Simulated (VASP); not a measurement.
# MnPt2 (P-3m1) in VASP: a series of runs

Aim: see how the results for MnPt2 move with the level of theory and the settings. Levels: PBE, LDA. Tasks: single point.

Program: VASP 6.6.1. These are calculated values, not measurements. Logs are shortened: lines on timing, memory, paths and dates and some standing lists are left out, and cuts for length are marked.

## (1) The cell of the first run

It takes space group P-3m1 (No. 164, trigonal). The conventional cell has a = 2.858 Å, b = 2.858 Å, c = 6.533 Å, α = 90.00°, β = 90.00°, γ = 120.00°. Within 3.5 Å of Pt (site symmetry 3m) lie 3 Mn at 2.64 Å and 9 Pt at 2.86 to 2.91 Å. Within 3.5 Å of Mn (site symmetry -3m) lie 6 Pt at 2.64 Å and 6 Mn at 2.86 Å.

## (2) Single point, PBE, collinear spin, ferromagnetic start

Input file INCAR:

```
  PREC = Accurate
  ENCUT = 520
  EDIFF = 1E-7
  ISMEAR = -1
  SIGMA = 0.05
  LREAL = F
  LASPH = T
  NELM = 150
  ALGO = Normal
  ISIF = 2
  LWAVE = F
  LCHARG = T
  ISPIN = 2
  MAGMOM = 0 0 3
  LORBIT = 11
  NUPDOWN = 3.0
  LMAXMIX = 4
  GGA = PE
  LELF = T
  LVHAR = T
  NBANDS = 28
```

Input file KPOINTS:

```
regular mesh
0
Gamma
  9 9 4
```

Input file POSCAR:

```
MnPt2
1.0
    2.8584044518      0.0000000000      0.0000000000
   -1.4292022259      2.4754508696      0.0000000000
    0.0000000000      0.0000000000      6.5325040000
Pt Mn
2 1
Direct
    0.6666666667      0.3333333333      0.3162060000
    0.3333333333      0.6666666667      0.6837940000
    0.0000000000      0.0000000000      0.0000000000
```

Potentials or basis: VASP PAW PBE potentials, release 64 (Pt, Mn_pv).

Run with:

```
> cat potpaw_PBE.64/Pt/POTCAR potpaw_PBE.64/Mn_pv/POTCAR > POTCAR
> mpirun -np 1 vasp_std > vasp.out
```

OUTCAR:

```text
PREC = Accurate
   ENCUT = 520
   EDIFF = 1E-7
   ISMEAR = -1
   LREAL = F
   LASPH = T
   NELM = 150
   ISIF = 2
   ISPIN = 2
   LORBIT = 11
   NUPDOWN = 3.0
   GGA = PE

 ion  position               nearest neighbor table
   1  0.667  0.333  0.316-   3 2.64   3 2.64   3 2.64   2 2.91   2 2.91   2 2.91
   2  0.333  0.667  0.684-   3 2.64   3 2.64   3 2.64   1 2.91   1 2.91   1 2.91
   3  0.000  0.000  0.000-   1 2.64   2 2.64   1 2.64   2 2.64   1 2.64   2 2.64

  LATTYP: Found a hexagonal cell.
 ALAT       =     2.8584044518
 C/A-ratio  =     2.2853672775

  Lattice vectors:

 A1 = (   2.8584044518,   0.0000000000,   0.0000000000)
 A2 = (  -1.4292022259,   2.4754508696,   0.0000000000)
 A3 = (   0.0000000000,   0.0000000000,   6.5325040000)

Analysis of symmetry for initial positions (statically):
=====================================================================
 Subroutine PRICEL returns:
 Original cell was already a primitive cell.

 Routine SETGRP: Setting up the symmetry group for a
 hexagonal supercell.

 Subroutine GETGRP returns: Found 12 space group operations
 (whereof 12 operations were pure point group operations)
 out of a pool of 24 trial point group operations.

The static configuration has the point symmetry D_3d.

Analysis of symmetry for dynamics (positions and initial velocities):
=====================================================================
 Subroutine PRICEL returns:
 Original cell was already a primitive cell.

 Routine SETGRP: Setting up the symmetry group for a
 hexagonal supercell.

 Subroutine GETGRP returns: Found 12 space group operations
 (whereof 12 operations were pure point group operations)
 out of a pool of 24 trial point group operations.

The dynamic configuration has the point symmetry D_3d.

Analysis of structural, dynamic, and magnetic symmetry:
=====================================================================
 Subroutine PRICEL returns:
 Original cell was already a primitive cell.

 Routine SETGRP: Setting up the symmetry group for a
 hexagonal supercell.

 Subroutine GETGRP returns: Found 12 space group operations
 (whereof 12 operations were pure point group operations)
 out of a pool of 24 trial point group operations.

The overall configuration has the point symmetry D_3d.

 Subroutine INISYM returns: Found 12 space group operations
 (whereof 12 operations are pure point group operations),
 and found     1 'primitive' translations

[... 116 lines left out ...]
     AMIX_MAG =   1.60;   BMIX_MAG =  1.00
  volume/ion in A,a.u.               =      15.41       103.98
  Fermi-wavevector in a.u.,A,eV,Ry     =   1.463166  2.764983 29.128095  2.140855
  Thomas-Fermi vector in A             =   2.579293
   LORBIT       =     11    0 simple, 1 ext, 2 COOP (PROOUT), +10 PAW based schemes
   GGA     = PE    functional components
   LHFCALC =     F    Hartree Fock is set to
   AEXX    =    0.0000 exact exchange contribution
   IVDW    =     0    specifies the selected vdW correction
   LEPSILON=     F    determine dielectric tensor
   LRPA    =     F    only Hartree local field effects (RPA)
 spin polarized calculation
  energy-cutoff  :      520.00
  volume of cell :       46.22
 maximum number of plane-waves:      1260
 NGX is ok and might be reduce to    24
   NGX = 11   NGY = 11   NGZ = 25

 number of electron      32.9999988 magnetization       2.9999995

 Free energy of the ion-electron system (eV)
  ---------------------------------------------------
  ext. energy  EPLUGINS =         0.00000000
  ---------------------------------------------------
  free energy    TOTEN  =       -21.56974301 eV

  energy without entropy =      -21.53335569  energy(sigma->0) =      -21.55154935

 E-fermi :   9.7575     XC(G=0): -12.8659

 val. band max:        9.7418311400   @ k =   0.3333   0.2222   0.5000
 cond. band min:       9.3052615066   @ k =   0.0000   0.4444   0.2500
 fundamental gap:     -0.4365696335
 Fermi energy:         9.2968979764

 spin component 1

 k-point     1 :       0.0000    0.0000    0.0000
  band No.  band energies     occupation
      1     -40.0741      1.00000
      2     -39.8652      1.00000
      3     -39.8652      1.00000
      4       0.2704      1.00000
      5       2.5389      1.00000
      6       3.8931      1.00000
[... 733 lines left out ...]
     27      24.6623      0.00000
     28      25.0772      0.00000

 [... further k-points ...]

 spin component 2

 k-point     1 :       0.0000    0.0000    0.0000
  band No.  band energies     occupation
      1     -36.7604      1.00000
      2     -36.5312      1.00000
      3     -36.5312      1.00000
      4       0.3789      1.00000
      5       2.5234      1.00000
      6       4.3279      1.00000
[... 733 lines left out ...]
     27      24.9314      0.00000
     28      25.3318      0.00000

 [... further k-points ...]
[... 5 lines left out ...]
  --------------------------------------------------------------------------------------
  -------------------------------------------------------------------------------------
  Total       -2.2872087     -2.2872087     -1.0892358      0.0000000      0.0000000      0.0000000
  in kB      -79.2790989    -79.2790989    -37.7550282      0.0000000      0.0000000      0.0000000
  external PRESSURE =     -65.4377420 kB  Pullay stress =       0.0000000 kB

 VOLUME and BASIS-vectors are now :
 -----------------------------------------------------------------------------
  energy-cutoff  :      520.00
  volume of cell :       46.22
      direct lattice vectors                 reciprocal lattice vectors
     2.858404452  0.000000000  0.000000000     0.349845523  0.201983407  0.000000000
    -1.429202226  2.475450870  0.000000000     0.000000000  0.403966814  0.000000000
     0.000000000  0.000000000  6.532504000     0.000000000  0.000000000  0.153080656

 POSITION                                       TOTAL-FORCE (eV/Angst)
 -----------------------------------------------------------------------------------
      1.42920      0.82515      2.06562         0.000000     -0.000000     -0.035794
     -0.00000      1.65030      4.46689        -0.000000      0.000000      0.035794
      0.00000      0.00000      0.00000        -0.000000      0.000000      0.000000
 -----------------------------------------------------------------------------------
    total drift:                                0.000000     -0.000000     -0.000000

  FREE ENERGIE OF THE ION-ELECTRON SYSTEM (eV)
  ---------------------------------------------------
  free  energy   TOTEN  =       -21.5697430131 eV

  energy  without entropy=      -21.5333556869  energy(sigma->0) =      -21.55154935

 total charge

# of ion       s       p       d       tot
------------------------------------------
    1        0.650   0.539   8.015   9.204
    2        0.650   0.539   8.015   9.204
    3        0.316   6.258   4.987  11.561
--------------------------------------------------
tot          1.616   7.336  21.016  29.969

 magnetization (x)

# of ion       s       p       d       tot
------------------------------------------
    1       -0.019  -0.013  -0.069  -0.100
    2       -0.019  -0.013  -0.069  -0.100
    3        0.008   0.016   3.075   3.099
--------------------------------------------------
tot         -0.030  -0.009   2.937   2.898
```

OSZICAR:

```text
N       E                     dE             d eps       ncg     rms          rms(c)
DAV:   1     0.278335299632E+03    0.27834E+03   -0.17163E+04  4840   0.129E+03
DAV:   2    -0.113485692588E+02   -0.28968E+03   -0.27084E+03  4892   0.344E+02
DAV:   3    -0.232827975790E+02   -0.11934E+02   -0.11570E+02  5296   0.764E+01
DAV:   4    -0.234210347540E+02   -0.13824E+00   -0.13810E+00  5480   0.805E+00
DAV:   5    -0.234234922103E+02   -0.24575E-02   -0.24574E-02  5300   0.111E+00    0.184E+01
DAV:   6    -0.262013277314E+02   -0.27778E+01   -0.20467E+01  5240   0.445E+01    0.280E+01
DAV:   7    -0.218315890502E+02    0.43697E+01   -0.15398E+01  5784   0.505E+01    0.112E+01
DAV:   8    -0.214832828710E+02    0.34831E+00   -0.16655E+00  5248   0.813E+00    0.373E+00
DAV:   9    -0.215462885676E+02   -0.63006E-01   -0.16302E-01  5336   0.298E+00    0.218E+00
DAV:  10    -0.215616102065E+02   -0.15322E-01   -0.49756E-02  5576   0.154E+00    0.837E-01
DAV:  11    -0.215689363753E+02   -0.73262E-02   -0.11007E-02  5300   0.677E-01    0.419E-01
DAV:  12    -0.215697066044E+02   -0.77023E-03   -0.18692E-03  5640   0.306E-01    0.117E-01
DAV:  13    -0.215697329608E+02   -0.26356E-04   -0.18794E-04  5356   0.101E-01    0.505E-02
DAV:  14    -0.215697412357E+02   -0.82749E-05   -0.15299E-05  5260   0.305E-02    0.231E-02
DAV:  15    -0.215697423934E+02   -0.11577E-05   -0.42484E-06  5364   0.161E-02    0.796E-03
DAV:  16    -0.215697429402E+02   -0.54680E-06   -0.64797E-07  5512   0.580E-03    0.316E-03
DAV:  17    -0.215697430131E+02   -0.72866E-07   -0.20153E-07  3832   0.293E-03
   1 F= -.21569743E+02 E0= -.21551549E+02  d E =-.363873E-01  mag=     3.0000
```

It took 89 s on 1 thread of AMD EPYC 9R45 (Zen 5), shared host; peak memory 0.22 GiB.

What came out:

| Property | Result |
| --- | --- |
| Free energy | -21.5697 eV |
| Pressure | -6.5 GPa |
| Largest force | 0.036 eV/Å |
| Net moment | 3.00 μB per cell |
| Site moments | Pt -0.10; Mn +3.10 μB |
| Valence electrons inside the program's atomic spheres | Pt 9.20; Mn 11.56 |

Forces on the atoms (eV/Å):
```
Pt   0.000  0.000 -0.036
Pt   0.000  0.000  0.036
Mn   0.000  0.000  0.000
```

Stress tensor (GPa, compression positive):
```
-7.93  0.00  0.00
 0.00 -7.93  0.00
 0.00  0.00 -3.78
```

Caveat: spin-orbit coupling is left out, which moves the levels of the heavy elements; the total moment is fixed, so each spin has its own Fermi level.

## (3) Single point, PBE, collinear spin, ferromagnetic start

Input file INCAR:

```
  PREC = Accurate
  ENCUT = 520
  EDIFF = 1E-6
  ISMEAR = -1
  SIGMA = 0.05
  LREAL = F
  LASPH = T
  NELM = 150
  ALGO = Normal
  ISIF = 2
  LWAVE = F
  LCHARG = F
  ISPIN = 2
  MAGMOM = 0 0 4
  LORBIT = 11
  NUPDOWN = 4.0
  LMAXMIX = 4
  GGA = PE
  NBANDS = 28
```

Input file KPOINTS:

```
Automatic mesh
0
Gamma
  9 9 4
```

POSCAR is that of step 2.

Potentials or basis: VASP PAW PBE potentials, release 64 (Pt, Mn_pv).

Run with:

```
> cat potpaw_PBE.64/Pt/POTCAR potpaw_PBE.64/Mn_pv/POTCAR > POTCAR
> mpirun -np 1 vasp_std > vasp.out
```

Wall time 75 s (1 thread of AMD EPYC 9R45 (Zen 5), shared host); peak memory 0.22 GiB.

It converged, with:

```yaml
Free_energy: -21.7491 eV
Pressure: -2.7 GPa
Largest_force: 0.064 eV/Å
Net_moment: 4.00 μB per cell
Site_moments: Pt +0.14; Mn +3.57 μB
Valence_electrons_inside_the_program's_atomic_spheres: Pt 9.22; Mn 11.55
```

Forces in eV/Å, atoms in the order of the input:
```
Pt   0.000  0.000  0.064
Pt   0.000  0.000 -0.064
Mn   0.000  0.000  0.000
```

Stress tensor (GPa, compression positive):
```
-3.91  0.00  0.00
 0.00 -3.91  0.00
 0.00  0.00 -0.19
```

Caveat: spin-orbit coupling is left out, which moves the levels of the heavy elements; the total moment is fixed, so each spin has its own Fermi level.

## (4) Single point, PBE, collinear spin, ferromagnetic start

Input file INCAR:

```
ALGO     = Normal         # electronic algorithm
EDIFF    = 1E-6           # SCF threshold, eV
ENCUT    = 520            # plane-wave cutoff, eV
GGA      = PE             # functional
ISIF     = 2              # what is computed and relaxed
ISMEAR   = -1             # smearing method
ISPIN    = 2              # spin polarisation
LASPH    = True           # aspherical terms in the spheres
LCHARG   = True           # write CHGCAR
LELF     = True           # ELF
LMAXMIX  = 4              # l up to which the mixer works
LORBIT   = 11             # projections on sites
LREAL    = False          # projectors in reciprocal space
LVHAR    = True         
LWAVE    = False          # write WAVECAR
MAGMOM   = 0 0 5          # initial moments
NBANDS   = 28             # bands
NELM     = 150            # most SCF steps
NUPDOWN  = 5.0            # fixed moment
PREC     = Accurate       # precision mode
SIGMA    = 0.05           # smearing width, eV
```

Input file KPOINTS:

```
k-points
0
Gamma
  9 9 4
```

POSCAR is that of step 3.

Run with:

```
> cat potpaw_PBE.64/Pt/POTCAR potpaw_PBE.64/Mn_pv/POTCAR > POTCAR
> mpirun -np 1 vasp_std > vasp.out
```

It took 86 s on 1 thread of AMD EPYC 9R45 (Zen 5), shared host; peak memory 0.21 GiB.

Results (log left out):

| Property | Result |
| --- | --- |
| Free energy | -21.7344 eV |
| Pressure | 0.8 GPa |
| Largest force | 0.071 eV/Å |
| Net moment | 5.00 μB per cell |
| Site moments | Pt +0.47; Mn +3.86 μB |
| Valence electrons inside the program's atomic spheres | Pt 9.23; Mn 11.55 |

Forces on the atoms (eV/Å):
```
Pt   0.000  0.000  0.071
Pt   0.000  0.000 -0.071
Mn   0.000  0.000  0.000
```

Stress tensor (GPa, compression positive):
```
-0.35  0.00  0.00
 0.00 -0.35  0.00
 0.00  0.00  3.11
```

Caveat: spin-orbit coupling is left out, which moves the levels of the heavy elements; the total moment is fixed, so each spin has its own Fermi level.

## (5) Single point, LDA, collinear spin, ferromagnetic start (volume scaled by 0.94)

Input file INCAR:

```
SYSTEM = MnPt2
PREC = Accurate ; ENCUT = 520
EDIFF = 1E-6 ; ISMEAR = -1
SIGMA = 0.05 ; LREAL = .False.
LASPH = .True. ; NELM = 150
ALGO = Normal ; ISIF = 2
LWAVE = .False. ; LCHARG = .False.
ISPIN = 2 ; MAGMOM = 0 0 4
LORBIT = 11 ; LMAXMIX = 4
GGA = CA ; NBANDS = 28
```

Input file KPOINTS:

```
Automatic mesh
0
Gamma
  11 11 4
  0 0 0
```

Input file POSCAR:

```
MnPt2
1.0
    2.8000532941      0.0000000000      0.0000000000
   -1.4000266470      2.4249172847      0.0000000000
    0.0000000000      0.0000000000      6.3991501735
Pt Mn
2 1
Direct
    0.6666666667      0.3333333333      0.3162060000
    0.3333333333      0.6666666667      0.6837940000
    0.0000000000      0.0000000000      0.0000000000
```

Potentials or basis: VASP PAW LDA potentials, release 64 (Pt, Mn_pv).

Run with:

```
> cat potpaw_LDA.64/Pt/POTCAR potpaw_LDA.64/Mn_pv/POTCAR > POTCAR
> mpirun -np 1 vasp_std > vasp.out
```

Run time: 2.4 min. Hardware: 1 thread of Intel Xeon Platinum 8375C at 2.90GHz (Ice Lake), shared host; peak memory 0.23 GiB.

The run converged. Its results:

- Free energy: -25.1538 eV
- Pressure: -6.8 GPa
- Largest force: 0.011 eV/Å
- Net moment: 3.69 μB per cell
- Site moments: Pt +0.20; Mn +3.13 μB
- Valence electrons inside the program's atomic spheres: Pt 9.35; Mn 11.68

Forces in eV/Å, atoms in the order of the input:
```
Pt   0.000  0.000 -0.011
Pt   0.000  0.000  0.011
Mn   0.000  0.000  0.000
```

Stress tensor (GPa, compression positive):
```
-8.89  0.00  0.00
 0.00 -8.89  0.00
 0.00  0.00 -2.46
```

Levels at points of the mesh, in eV from the Fermi level:
Spin up:
| k point | band 16 | band 17 | band 18 | band 19 | band 20 | band 21 |
| --- | --- | --- | --- | --- | --- | --- |
| (0.00, 0.00, 0.00) | -1.28 | -1.28 | -1.17 | -1.17 | -0.54 | -0.54 |
| (0.00, 0.00, 0.50) | -1.93 | -1.40 | -1.40 | 0.11 | 0.11 | 0.20 |
Spin down:
| k point | band 11 | band 12 | band 13 | band 14 | band 15 | band 16 | band 17 | band 18 | band 19 | band 20 |
| --- | --- | --- | --- | --- | --- | --- | --- | --- | --- | --- |
| (0.00, 0.00, 0.00) | -3.10 | -2.50 | -2.15 | -2.15 | -1.06 | -1.06 | 0.20 | 0.97 | 0.97 | 1.80 |
| (0.00, 0.00, 0.50) | -3.45 | -1.80 | -1.80 | -1.68 | -1.68 | -0.23 | 0.50 | 1.01 | 1.01 | 2.04 |

Caveat: spin-orbit coupling is left out, which moves the levels of the heavy elements.

[end of part 1 of 2]
